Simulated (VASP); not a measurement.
Wanted: the native input for a VASP 6.6.1 run.

```
Task                   : single point
Functional             : LDA
Potentials or basis    : VASP PAW LDA potentials, release 64 (Ni)
Cutoff                 : 520 eV
k mesh                 : 17 × 17 × 17
Occupations            : fermi-dirac, width 0.05 eV
Spin                   : collinear spin, ferromagnetic start
Starting moments       : [0.42] μB
Fixed moment           : 0.42 μB
Dipole correction      : no
Further INCAR settings : ALGO = Normal; EDIFF = 1e-06; NBANDS = 15
```

The structure of Ni lies in POSCAR:

```
Ni
1.0
   -1.3837154700      1.3837154700      1.3837154700
    1.3837154700     -1.3837154700      1.3837154700
    1.3837154700      1.3837154700     -1.3837154700
Ni
1
Direct
    0.0000000000      0.0000000000      0.0000000000
```

One way to write it, as run:

INCAR

```
PREC = Accurate ; ENCUT = 520
EDIFF = 1E-6 ; ISMEAR = -1
SIGMA = 0.05 ; LREAL = F
LASPH = T ; NELM = 150
ALGO = Normal ; ISIF = 2
LWAVE = F ; LCHARG = F
ISPIN = 2 ; MAGMOM = 0.42
LORBIT = 11 ; NUPDOWN = 0.42
LMAXMIX = 4 ; GGA = CA
NBANDS = 15
```

KPOINTS

```
regular mesh
0
Gamma
  17 17 17
```

Potentials or basis: VASP PAW LDA potentials, release 64 (Ni).

The run is started by

```console
$ cat potpaw_LDA.64/Ni/POTCAR > POTCAR
$ mpirun -np 1 vasp_std > vasp.out
```

Results of the run:

```yaml
Pressure: -10.9 GPa
Net_moment: 0.42 μB per cell
Site_moments: Ni +0.42 μB
Valence_electrons_inside_the_program's_atomic_spheres: Ni 9.37
```

Caveat: the total moment is fixed, so each spin has its own Fermi level.

Run time: 45 s on 1 thread of Intel(R) Xeon(R) Platinum 8488C (Sapphire Rapids), on a shared host, peak memory 0.15 GiB.
